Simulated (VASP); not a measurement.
Wanted: the native input for a VASP 6.6.1 run.

| Property | Result |
| --- | --- |
| Task | single point |
| Functional | PBEsol |
| Potentials or basis | VASP PAW PBE potentials, release 64 (Si, W_sv) |
| Cutoff | 500 eV |
| k mesh | 15 × 15 × 15 |
| Occupations | gaussian, width 0.15 eV |
| Spin | no spin polarisation |
| Dipole correction | no |
| Mended | yes |
| Further INCAR settings | ALGO = Normal; EDIFF = 1e-06; NBANDS = 56 |

The structure of SiW3 lies in POSCAR:

```
SiW3
1.0
    0.0000000000     -5.1543905733      0.0000000000
   -5.1543905733      0.0000000000      0.0000000000
    0.0000000000      0.0000000000     -5.1543905733
Si W
2 6
Direct
    0.0133755699      0.0133755699      0.0000000000
    0.4866244301      0.4866244301      0.5000000000
    0.5027266135      0.5027266135      0.0000000000
    0.9972733865      0.9972733865      0.5000000000
    0.5073633016     -0.0027266135      0.0000000000
   -0.0073633016      0.5027266135      0.5000000000
    0.5027266135     -0.0073633016      0.5000000000
   -0.0027266135      0.5073633016      0.0000000000
```

These files were run (other wordings do the same):

INCAR

```
SYSTEM = SiW3
  PREC = Accurate
  ENCUT = 500
  EDIFF = 1E-6
  ISMEAR = 0
  SIGMA = 0.15
  LREAL = .False.
  LASPH = .True.
  NELM = 120
  ALGO = Normal
  ISIF = 2
  LWAVE = .False.
  LCHARG = .True.
  GGA = PS
  LVHAR = .True.
  NBANDS = 56
  GGA_COMPAT = .False.
  KPAR = 4
```

KPOINTS

```
Automatic mesh
0
Gamma
  15 15 15
  0 0 0
```

Potentials or basis: VASP PAW PBE potentials, release 64 (Si, W_sv).

Launch:

```sh
$ cat potpaw_PBE.64/Si/POTCAR potpaw_PBE.64/W_sv/POTCAR > POTCAR
$ mpirun -np 4 vasp_std > vasp.out
```

Results of the run:

| Property | Result |
| --- | --- |
| Pressure | 0.7 GPa |
| Largest force | 0.794 eV/Å |
| Band gap on the k mesh | zero (bands 46 and 47 overlap by 1.16 eV) |

Caveat: the PAW data sets were made with another functional, which shifts forces and pressure a little; spin-orbit coupling is left out, which moves the levels of the heavy elements.

It took 7 min on 4 MPI ranks on Intel(R) Xeon(R) 6975P-C (Granite Rapids), with other jobs on the host, peak memory 2.2 GiB a rank.
